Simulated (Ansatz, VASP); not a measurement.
**LiF: VASP beside Ansatz**

```xyz
2
Lattice="0.0000 1.9949 1.9949 1.9949 0.0000 1.9949 1.9949 1.9949 0.0000" Properties=species:S:1:pos:R:3 pbc="T T T"
Li    0.0000    0.0000    0.0000
F     1.9949    1.9949    1.9949
```

Alike in both runs: task single point; functional PBE; k mesh 3 × 3 × 3; no spin polarisation.

|  | VASP | Ansatz |
| --- | --- | --- |
| version | VASP 6.6.1 | Ansatz 0.2.0 |
| potentials or method | VASP PAW PBE potentials, release 64 (Li_sv, F) | plane waves |
| plane-wave cutoff (eV) | 750 | 420 |
| occupations | gaussian, width 0.01 eV | fixed |
| valence electrons in the cell | 10 | 10 |

Ansatz gave:

```
gap on the k mesh at the Fermi level (eV) : 9.33
pressure (GPa)                            : 4.8
```

Task: What did VASP give for the same quantities?

Result: gap on the k mesh at the Fermi level (eV): 9.32; pressure (GPa): 4.2.

The k mesh is coarse, so the values compare programs but aren't converged.
